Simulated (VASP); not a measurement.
Here is a VASP 6.6.1 calculation.

INCAR

```
SYSTEM = CoH4
  PREC = Accurate
  ENCUT = 520
  EDIFF = 1E-6
  ISMEAR = 0
  SIGMA = 0.1
  LREAL = .False.
  LASPH = .True.
  NELM = 80
  ALGO = Normal
  ISIF = 2
  LWAVE = .False.
  LCHARG = .True.
  GGA = PE
  LELF = .True.
  LVHAR = .True.
  NBANDS = 14
```

Contents of KPOINTS:

```
Automatic mesh
0
Gamma
  18 18 6
  0 0 0
```

The input POSCAR:

```
CoH4
1.0
    2.3768162588      0.0000000000      0.0000000000
   -1.1884081294      2.0583832602      0.0000000000
    0.0000000000      0.0000000000      8.4471675039
Co H
1 4
Direct
    0.0000000000      0.0000000000      0.0000000000
    0.3333333333      0.6666666667      0.8862173909
    0.3333333333      0.6666666667      0.5000133193
    0.6666666667      0.3333333333      0.1137826091
    0.6666666667      0.3333333333      0.4999866807
```

Potentials or basis: VASP PAW PBE potentials, release 64 (Co, H).

Run with:

```bash
$ cat potpaw_PBE.64/Co/POTCAR potpaw_PBE.64/H/POTCAR > POTCAR
$ mpirun -np 1 vasp_std > vasp.out
```

Q: What does it give for the largest force?

A: 0.005 eV/Å.

Q: Estimate the pressure.

A: -0.3 GPa.

Forces in eV/Å, atoms in the order of the input:
```
Co   0.000  0.000  0.000
H    0.000  0.000 -0.005
H    0.000  0.000 -0.001
H    0.000  0.000  0.005
H    0.000  0.000  0.001
```

Spin polarisation is off, so any magnetic state and its effect on volume and gap are missing.
